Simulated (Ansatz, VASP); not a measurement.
Two plane-wave programs on Co

```
Co
1.0
     3.81656    0.00000    0.00000
    -1.90828    3.30524    0.00000
     0.00000    0.00000    2.33648
Co
3
Direct
  0.00000 0.00000 0.00000
  0.33333 0.66667 0.50000
  0.66667 0.33333 0.50000
```

Alike in both runs: functional LDA; k mesh 9 × 9 × 13; occupations fermi-dirac, width 0.1 eV; no spin polarisation.

Ansatz relaxed the structure, and its values are those at the end. VASP's run is a single point on that final structure, the one shown.

|  | VASP | Ansatz |
| --- | --- | --- |
| version | VASP 6.6.1 | Ansatz 0.2.0 |
| potentials or method | VASP PAW LDA potentials, release 64 (Co), cutoff 520 eV | plane waves (420 eV) with PAW, scalar-relativistic |
| valence electrons in the cell | 27 | 51 |

|  | VASP | Ansatz | Ansatz less VASP |
| --- | --- | --- | --- |
| pressure (GPa) | -0.7 | 0.0 | +0.71 |

Ansatz warns that its potentials were made for another functional, while VASP's fit it. LDA's correlation is that of Perdew and Zunger in VASP and of Perdew and Wang (1992) in Ansatz. VASP's potentials hold 27 valence electrons a cell and Ansatz's 51, so a difference there can come from the potentials and not from the codes.
